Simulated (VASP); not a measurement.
# Os (Fm-3m) in VASP: relaxation of cell and atoms with PBE

Aim: the relaxation of cell and atoms of Os with PBE.

Everything below comes from runs of VASP 6.6.1. Logs are shortened: lines on timing, memory, paths and dates and some standing lists are left out, and cuts for length are marked.

## 1. The cell of the first run

Symmetry: Fm-3m, No. 225, cubic system. The conventional cell has a = 3.564 Å, b = 3.564 Å, c = 3.564 Å, α = 90.00°, β = 90.00°, γ = 90.00°. Within 3.3 Å of Os (site symmetry m-3m) lie 12 Os at 2.52 Å.

This isn't the form of Os at room conditions, which is hcp.

## 2. Relaxation of cell and atoms, PBE, target pressure 160 GPa, at which the enthalpy is minimised

Contents of INCAR:

```
PREC = Accurate
ENCUT = 600
EDIFF = 1E-7
ISMEAR = -1
SIGMA = 0.1
LREAL = False
LASPH = True
NELM = 100
ALGO = Normal
ISIF = 3
LWAVE = False
LCHARG = False
GGA = PE
IBRION = 2
NSW = 32
EDIFFG = -0.005
PSTRESS = 1600.0
```

Contents of KPOINTS:

```
regular mesh
0
Gamma
  19 19 19
```

Contents of POSCAR:

```
Os
1.0
    0.0000000000      1.7821185038      1.7821185038
    1.7821185038      0.0000000000      1.7821185038
    1.7821185038      1.7821185038      0.0000000000
Os
1
Direct
    0.0000000000      0.0000000000      0.0000000000
```

Potentials or basis: VASP PAW PBE potentials, release 64 (Os).

Launch:

```
$ cat potpaw_PBE.64/Os/POTCAR > POTCAR
$ mpirun -np 1 vasp_std > vasp.out
```

OUTCAR:

```text
PREC = Accurate
   ENCUT = 600
   EDIFF = 1E-7
   ISMEAR = -1
   LREAL = False
   LASPH = True
   NELM = 100
   ISIF = 3
   GGA = PE
   IBRION = 2
   NSW = 32
   EDIFFG = -0.005
   PSTRESS = 1600.0

 ion  position               nearest neighbor table
   1  0.000  0.000  0.000-

  LATTYP: Found a face centered cubic cell.
 ALAT       =     3.5642370076

  Lattice vectors:

 A1 = (   0.0000000000,   1.7821185038,   1.7821185038)
 A2 = (   1.7821185038,   0.0000000000,   1.7821185038)
 A3 = (   1.7821185038,   1.7821185038,   0.0000000000)

Analysis of symmetry for initial positions (statically):
=====================================================================
 Subroutine PRICEL returns:
 Original cell was already a primitive cell.

 Routine SETGRP: Setting up the symmetry group for a
 face centered cubic supercell.

 Subroutine GETGRP returns: Found 48 space group operations
 (whereof 48 operations were pure point group operations)
 out of a pool of 48 trial point group operations.

The static configuration has the point symmetry O_h .

Analysis of symmetry for dynamics (positions and initial velocities):
=====================================================================
 Subroutine PRICEL returns:
 Original cell was already a primitive cell.

 Routine SETGRP: Setting up the symmetry group for a
 face centered cubic supercell.

 Subroutine GETGRP returns: Found 48 space group operations
 (whereof 48 operations were pure point group operations)
 out of a pool of 48 trial point group operations.

The dynamic configuration has the point symmetry O_h .

 Subroutine INISYM returns: Found 48 space group operations
 (whereof 48 operations are pure point group operations),
 and found     1 'primitive' translations

----------------------------------------------------------------------------------------

                                     Primitive cell

  volume of cell :      11.3198

  direct lattice vectors                    reciprocal lattice vectors
     0.000000000  1.782118504  1.782118504    -0.280564956  0.280564956  0.280564956
     1.782118504  0.000000000  1.782118504     0.280564956 -0.280564956  0.280564956
     1.782118504  1.782118504  0.000000000     0.280564956  0.280564956 -0.280564956

  length of vectors
     2.520296158  2.520296158  2.520296158     0.485952759  0.485952759  0.485952759

  position of ions in fractional coordinates (direct lattice)
     0.000000000  0.000000000  0.000000000

  ion indices of the primitive-cell ions
   primitive index   ion index
                 1           1

----------------------------------------------------------------------------------------

 KPOINTS: regular mesh

Automatic generation of k-mesh.
 Grid dimensions read from file:
 generate k-points for:   19   19   19

 Generating k-lattice:

  Cartesian coordinates                     Fractional coordinates (reciprocal lattice)
    -0.014766577  0.014766577  0.014766577     0.052631579  0.000000000  0.000000000
     0.014766577 -0.014766577  0.014766577     0.000000000  0.052631579  0.000000000
     0.014766577  0.014766577 -0.014766577     0.000000000  0.000000000  0.052631579

  Length of vectors
     0.025576461  0.025576461  0.025576461

  Shift w.r.t. Gamma in fractional coordinates (k-lattice)
     0.000000000  0.000000000  0.000000000

 Subroutine IBZKPT returns following result:
 ===========================================

 Found    220 irreducible k-points:

 Following reciprocal coordinates:
            Coordinates               Weight
  0.000000  0.000000  0.000000      1.000000
  0.052632  0.000000  0.000000      8.000000
  0.105263  0.000000  0.000000      8.000000
  0.157895  0.000000  0.000000      8.000000
  0.210526  0.000000  0.000000      8.000000
  0.263158  0.000000  0.000000      8.000000
[... 16 lines left out ...]
 -0.315789  0.052632  0.000000     24.000000
 -0.263158  0.052632  0.000000     24.000000
 [... further k-points ...]
   k-points           NKPTS =    220   k-points in BZ     NKDIM =    220   number of bands    NBANDS=      8
   number of dos      NEDOS =    301   number of ions     NIONS =      1
   total plane-waves  NPLWV =   8000
   dimension x,y,z NGX =    20 NGY =   20 NGZ =   20
   dimension x,y,z NGXF=    40 NGYF=   40 NGZF=   40
   ions per type =               1
   NGX,Y,Z   is equivalent  to a cutoff of  13.19, 13.19, 13.19 a.u.
   NGXF,Y,Z  is equivalent  to a cutoff of  26.39, 26.39, 26.39 a.u.
 SYSTEM =  unknown system
   PREC   = accura    normal or accurate (medium, high low for compatibility)
   ISTART =      0    job   : 0-new  1-cont  2-samecut
   ICHARG =      2    charge: 1-file 2-atom 10-const
   ISPIN  =      1    spin polarized calculation?
   LNONCOLLINEAR =      F non collinear calculations
   LSORBIT =      F    spin-orbit coupling
   LASPH  =      T    aspherical Exc in radial PAW
   ENCUT  =  600.0 eV  44.10 Ry    6.64 a.u.   5.03  5.03  5.03*2*pi/ulx,y,z
   NELM   =    100;   NELMIN=  2; NELMDL= -5     # of ELM steps
   EDIFF  = 0.1E-06   stopping-criterion for ELM
   LREAL  =      F    real-space projection
   EDIFFG = -.5E-02   stopping-criterion for IOM
   NSW    =     32    number of steps for IOM
   IBRION =      2    ionic relax: 0-MD 1-quasi-New 2-CG
   NFREE  =      1    steps in history (QN), initial steepest desc. (CG)
   ISIF   =      3    stress and relaxation
   ISYM   =      2    0-nonsym 1-usesym 2-fastsym
   POTIM  = 0.5000    time-step for ionic-motion
   TEBEG  =    0.0;   TEEND  =   0.0 temperature during run
   PSTRESS= 1600.0 pullay stress
   NELECT =       8.0000    total number of electrons
   NUPDOWN=      -1.0000    fix difference up-down
   EMIN   =  10.00;   EMAX   =-10.00  energy-range for DOS
   EFERMI =   0.00;   METHOD = LEGACY
   ISMEAR =    -1;   SIGMA  =   0.10  broadening in eV -4-tet -1-fermi 0-gaus
   EFERMI_NEDOS =   21; number of points for ismear=-14 and -15
   IALGO  =     38    algorithm
   IMIX   =      4    mixing-type and parameters
     AMIX     =   0.40;   BMIX     =  1.00
     AMIX_MAG =   1.60;   BMIX_MAG =  1.00
  volume/ion in A,a.u.               =      11.32        76.39
  Fermi-wavevector in a.u.,A,eV,Ry     =   1.458226  2.755648 28.931753  2.126424
  Thomas-Fermi vector in A             =   2.574935
   LORBIT       =      0    0 simple, 1 ext, 2 COOP (PROOUT), +10 PAW based schemes
   GGA     = PE    functional components
   LHFCALC =     F    Hartree Fock is set to
   AEXX    =    0.0000 exact exchange contribution
   IVDW    =     0    specifies the selected vdW correction
   LEPSILON=     F    determine dielectric tensor
   LRPA    =     F    only Hartree local field effects (RPA)
 conjugate gradient relaxation of ions
 non-spin polarized calculation
  energy-cutoff  :      600.00
  volume of cell :       11.32
 maximum number of plane-waves:       388
   NGX =  9   NGY =  9   NGZ =  9

--------------------------------------- Ionic step        1  -------------------------------------------

 number of electron       8.0000000 magnetization

 Free energy of the ion-electron system (eV)
  ---------------------------------------------------
  ext. energy  EPLUGINS =         0.00000000
  ---------------------------------------------------
  free energy    TOTEN  =        -9.88033853 eV

  energy without entropy =       -9.86493043  energy(sigma->0) =       -9.87263448

------------------------ aborting loop because EDIFF is reached ----------------------------------------

  FORCE on cell =-STRESS in cart. coord.  units (eV):
  Direction    XX          YY          ZZ          XY          YZ          ZX
  --------------------------------------------------------------------------------------
  -------------------------------------------------------------------------------------
  Total       11.7303391     11.7303391     11.7303391      0.0000000      0.0000000      0.0000000
  in kB     1660.2803057   1660.2803057   1660.2803057      0.0000000      0.0000000      0.0000000
  external PRESSURE =      60.2803057 kB  Pullay stress =    1600.0000000 kB
[... 96 lines left out ...]
  enthalpy is  TOTEN    =         1.4229369065 eV   P V=       11.3693944552

--------------------------------------- Ionic step        4  -------------------------------------------

 number of electron       8.0000000 magnetization

 Free energy of the ion-electron system (eV)
  ---------------------------------------------------
  ext. energy  EPLUGINS =         0.00000000
  ---------------------------------------------------
  free energy    TOTEN  =        -9.94460762 eV

  energy without entropy =       -9.92905635  energy(sigma->0) =       -9.93683199

 E-fermi :  12.8327     XC(G=0): -15.2714

 val. band max:       12.8325127058   @ k =  -0.2632   0.0526   0.0000
 cond. band min:      12.8705885619   @ k =   0.4737   0.3158   0.1053
 fundamental gap:      0.0380758560
 Fermi energy:        12.8326758737

 k-point     1 :       0.0000    0.0000    0.0000
  band No.  band energies     occupation
      1       0.0440      2.00000
      2       8.7019      2.00000
      3       8.7019      2.00000
      4       8.7019      2.00000
      5      12.8994      0.67823
      6      12.8994      0.67823
      7      26.7051      0.00000
      8      33.8612      0.00000
[... 243 lines left out ...]
 k-point    24 :      -0.2632    0.0526    0.0000
  band No.  band energies     occupation
      1       3.0988      2.00000
      2       8.1905      2.00000
      3       9.1676      2.00000
      4       9.3041      2.00000
      5      12.8325      1.00082
      6      14.2434      0.00000
      7      26.9783      0.00000
      8      32.8306      0.00000

 [... further k-points ...]
[... 5 lines left out ...]
  --------------------------------------------------------------------------------------
  -------------------------------------------------------------------------------------
  Total       11.3675669     11.3675669     11.3675669     -0.0000000     -0.0000000      0.0000000
  in kB     1600.0033692   1600.0033692   1600.0033692     -0.0000000     -0.0000000      0.0000000
  external PRESSURE =       0.0033692 kB  Pullay stress =    1600.0000000 kB
[... 16 lines left out ...]
  FREE ENERGIE OF THE ION-ELECTRON SYSTEM (eV)
  ---------------------------------------------------
  free  energy   TOTEN  =        -9.9446076226 eV

  energy  without entropy=       -9.9290563546  energy(sigma->0) =       -9.93683199

  enthalpy is  TOTEN    =         1.4229353797 eV   P V=       11.3675430024

 reached required accuracy - stopping structural energy minimisation
```

Run time: 61 s. Hardware: 1 thread of Oxide Virtual Turin-like, shared host; peak memory 0.12 GiB.

Results:

```yaml
Free_energy: -9.9446 eV
Relaxed_volume: 11.38 Å³/atom
Relaxed_cell: a = 2.525 Å, b = 2.525 Å, c = 2.525 Å, α = 60.00°, β = 60.00°, γ = 60.00°
Space_group_after_relaxing_to_0.1_Å: Fm-3m (No. 225)
Energy_change_on_relaxing_the_run_minimises_the_enthalpy: -64.3 meV/atom
Ionic_steps: 4
Pressure_after_relaxing: 160.0 GPa
Band_gap_on_the_k_mesh: zero (bands 4 and 5 overlap by 5.32 eV)
```

The path:
```
step  energy change (eV)  largest force (eV/Å)  pressure (GPa)  volume (Å³)
   1              0.0000                0.0000          166.03        11.32
   2             -0.5990                0.0000          106.53        12.03
   3             -0.0661                0.0000          159.82        11.38
   4             -0.0643                0.0000          160.00        11.38
```

Final structure:
```yaml
crystal:
  lattice:
    - [0.00000, 1.78543, 1.78543]
    - [1.78543, 0.00000, 1.78543]
    - [1.78543, 1.78543, 0.00000]
  atoms:
    - { symbol: Os, position: [0.00000, 0.00000, 0.00000] }
```

Levels at points of the mesh, in eV from the Fermi level:
```tsv
k point	band 1	band 2	band 3	band 4	band 5	band 6	band 7	band 8
(0.00, 0.00, 0.00)	-12.79	-4.13	-4.13	-4.13	0.07	0.07	13.87	21.03
```

Caveat: the cell is relaxed towards a set pressure, so the run minimises the enthalpy, not the energy; spin-orbit coupling is left out, which moves the levels of the heavy elements.

The gap in the log of VASP goes by the Fermi energy; the results here count the filled bands.